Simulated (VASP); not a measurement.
AlSn:

```
Sn Al
1.0
     4.19811    0.00000    0.00000
    -2.09905    3.63567    0.00000
     0.00000    0.00000    3.30685
Sn Al
1 1
Direct
  0.33333 0.66667 0.50000
  0.00000 0.00000 0.00000
```

```yaml
Program: VASP 6.6.1
Task: relaxation of cell and atoms
Functional: PBEsol
Potentials_or_basis: VASP PAW PBE potentials, release 64 (Sn_d, Al)
Cutoff: 600 eV
k_mesh: 7 × 7 × 8
Occupations: fermi-dirac, width 0.05 eV
Spin: no spin polarisation
```

At the start: pressure -1.8 GPa; volume 25.24 Å³/atom.

Problem. How do energy, volume and symmetry change on relaxing?

Solution. Over 6 steps the energy falls by 5.2 meV/atom and the volume is 24.36 Å³/atom (-3.5 %); space group P-6m2 (No. 187, to 0.05 Å).

The path:
| step | energy change (eV) | largest force (eV/Å) | pressure (GPa) | volume (Å³) |
| --- | --- | --- | --- | --- |
| 1 | 0.0000 | 0.0000 | -1.83 | 50.47 |
| 2 | -0.0096 | 0.0000 | 0.37 | 48.40 |
| 3 | -0.0101 | 0.0000 | 0.04 | 48.73 |
| 4 | -0.0101 | 0.0000 | -0.03 | 48.76 |
| 5 | -0.0104 | 0.0000 | -0.04 | 48.73 |
| 6 | -0.0105 | 0.0000 | -0.03 | 48.72 |

Final structure:
```
CELL_PARAMETERS angstrom
4.13929 0.00000 0.00000
-2.06965 3.58473 0.00000
0.00000 0.00000 3.28323
ATOMIC_POSITIONS crystal
Sn 0.33333 0.66667 0.50000
Al 0.00000 0.00000 0.00000
```

Caveat: the PAW data sets were made with another functional, which shifts forces and pressure a little.
